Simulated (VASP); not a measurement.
Ta: single point with PBE

Ta:

```
Ta
1.0
    -1.65128    1.65128    1.65128
     1.65128   -1.65128    1.65128
     1.65128    1.65128   -1.65128
Ta
1
Direct
  0.00000 0.00000 0.00000
```

| Item | Value |
| --- | --- |
| Program | VASP 6.6.1 |
| Task | single point |
| Functional | PBE |
| Potentials or basis | VASP PAW PBE potentials, release 64 (Ta_pv) |
| Cutoff | 520 eV |
| k mesh | 4 × 4 × 4 |
| Occupations | methfessel-paxton, width 0.05 eV |
| Spin | no spin polarisation |
| Dipole correction | no |
| Further INCAR settings | ALGO = Normal; EDIFF = 1e-06; NBANDS = 12 |

* Pressure: 3.3 GPa

Levels at points of the mesh, in eV from the Fermi level:
| k point | band 2 | band 3 | band 4 | band 5 | band 6 | band 7 | band 8 | band 9 |
| --- | --- | --- | --- | --- | --- | --- | --- | --- |
| (0.00, 0.00, 0.00) | -33.00 | -33.00 | -7.83 | 0.81 | 0.81 | 0.81 | 4.09 | 4.09 |
| (0.50, 0.00, 0.00) | -33.38 | -33.01 | -4.29 | -1.46 | 1.68 | 3.97 | 5.00 | 7.87 |
| (0.50, 0.50, 0.50) | -33.82 | -33.82 | -3.72 | -3.72 | 6.91 | 6.91 | 6.91 | 8.74 |

Wall time 6.2 s on 1 thread of AMD EPYC 7R13 (shared host), peak memory 0.1 GiB.

Caveat: the k points lie up to 0.67 Å⁻¹ apart; spin-orbit coupling is left out, which moves the levels of the heavy elements.
